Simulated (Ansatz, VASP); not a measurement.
## KTaO3: VASP beside Ansatz

INCAR

```
SYSTEM = KTaO3
PREC     = Accurate       ! precision mode
ENCUT    = 600            ! plane-wave cutoff, eV
EDIFF    = 1E-7           ! SCF threshold, eV
ISMEAR   = 0              ! smearing method
SIGMA    = 0.1            ! smearing width, eV
LREAL    = .False.        ! projectors in reciprocal space
LASPH    = .True.         ! aspherical terms in the spheres
NELM     = 60             ! most SCF steps
ALGO     = Normal         ! electronic algorithm
ISIF     = 3              ! what is computed and relaxed
LWAVE    = .False.        ! write WAVECAR
LCHARG   = .False.        ! write CHGCAR
GGA      = PE             ! functional
IBRION   = 2              ! ionic algorithm
NSW      = 90             ! ionic steps
EDIFFG   = -0.04          ! ionic threshold
```

Contents of KPOINTS:

```
regular mesh
0
Gamma
  4 4 2
  0 0 0
```

The input POSCAR:

```
KTaO3
1.0
    4.0395178900      0.0000000000      0.0000000000
    0.0000000000      4.0395178900      0.0000000000
    0.0000000000      0.0000000000      7.7717289400
K Ta O
2 2 6
Direct
    0.5000000000      0.5000000000      0.2788343400
    0.5000000000      0.5000000000      0.7211656600
    0.0000000000      0.0000000000      0.0000000000
    0.0000000000      0.0000000000      0.5000000000
    0.5000000000      0.0000000000      0.0000000000
    0.5000000000      0.0000000000      0.5000000000
    0.0000000000      0.5000000000      0.0000000000
    0.0000000000      0.5000000000      0.5000000000
    0.0000000000      0.0000000000      0.2376133300
    0.0000000000      0.0000000000      0.7623866700
```

Input for Ansatz:

```yaml
crystal:
  lattice:
    - [4.03951789, 0.0, 0.0]
    - [0.0, 4.03951789, 0.0]
    - [0.0, 0.0, 7.77172894]
  atoms:
    - { symbol: K, position: [0.5, 0.5, 0.27883434] }
    - { symbol: K, position: [0.5, 0.5, 0.72116566] }
    - { symbol: Ta, position: [0.0, 0.0, 0.0] }
    - { symbol: Ta, position: [0.0, 0.0, 0.5] }
    - { symbol: O, position: [0.5, 0.0, 0.0] }
    - { symbol: O, position: [0.5, 0.0, 0.5] }
    - { symbol: O, position: [0.0, 0.5, 0.0] }
    - { symbol: O, position: [0.0, 0.5, 0.5] }
    - { symbol: O, position: [0.0, 0.0, 0.23761333] }
    - { symbol: O, position: [0.0, 0.0, 0.76238667] }
basis:
  ecutwfc: 420
kpoints:
  mp_grid: { grid: [4, 4, 2] }
hamiltonian:
  xc: pbe
scf:
  occupations: { method: gaussian, width: 0.1 }
  lower_state_search: "off"
output:
  forces: true
  stress: true
  eigenvalues: true
relax:
  adjacent_minimum: "off"
  f_tol: 0.04
  max_steps: 70
  cell: { stress_tol: 0.4 }
```

Alike in both runs: task relaxation of cell and atoms; functional PBE; k mesh 4 × 4 × 2; occupations gaussian, width 0.1 eV; no spin polarisation.

|  | VASP | Ansatz |
| --- | --- | --- |
| version | VASP 6.6.1 | Ansatz 0.2.0 |
| potentials or method | VASP PAW PBE potentials, release 64 (K_sv, Ta_pv, O), cutoff 600 eV | scalar-relativistic, plane waves, PAW |
| valence electrons in the cell | 76 | 80 |

VASP gave:

```
gap on the k mesh at the Fermi level, each at its own relaxed structure (eV) : 2.09
relaxed volume (Å³/atom)                                                     : 13.07
relaxed cell length with the largest relative difference (Å)                 : 4.029
```

Question: Estimate Ansatz's values.

Answer: gap on the k mesh at the Fermi level, each at its own relaxed structure (eV): 2.14; relaxed volume (Å³/atom): 13.04; relaxed cell length with the largest relative difference (Å): 4.025.

VASP's potentials hold 76 valence electrons a cell and Ansatz's 80, so a difference there can come from the potentials and not from the codes.

Neither program's run includes spin-orbit coupling.
